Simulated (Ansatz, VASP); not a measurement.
# TiAl3: VASP beside Ansatz

```
Ti Al
1.0
     3.95567    0.00000    0.00000
     0.00000    3.95567    0.00000
     0.00000    0.00000    7.91134
Ti Al
2 6
Direct
  0.00000 0.00865 0.00000
  0.00000 0.00865 0.50000
  0.50000 0.49865 0.00000
  0.50000 0.49865 0.50000
  0.50000 0.98736 0.25000
  0.50000 0.98736 0.75000
  0.00000 0.49865 0.25000
  0.00000 0.49865 0.75000
```

Change from the starting cell: mode 10 (272.1 1/cm) frozen in, largest displacement +0.050 Å.

Alike in both runs: task single point; functional r2SCAN; k mesh 12 × 12 × 6; occupations gaussian, width 0.15 eV; no spin polarisation.

|  | VASP | Ansatz |
| --- | --- | --- |
| version | VASP 6.6.1 | Ansatz 0.2.0 |
| potentials or method | VASP PAW PBE potentials, release 64 (Ti_sv, Al), cutoff 520 eV | scalar-relativistic, plane waves, PAW |
| valence electrons in the cell | 42 | 42 |

```csv
,VASP,Ansatz,Ansatz less VASP
gap on the k mesh at the Fermi level (eV),none,none,-
pressure (GPa),0.0,0.1,+0.11
"traceless stress, the component that is largest in VASP (GPa)",0.06,0.06,-0.004
rms of the force components (eV/Å),0.167,0.167,+0.0002
```

VASP's potentials were made for PBE, not for r2SCAN. Atom by atom the forces differ by 0.001 eV/Å (rms over components). A gap of «none» marks a metal or a gap that the smearing closes.
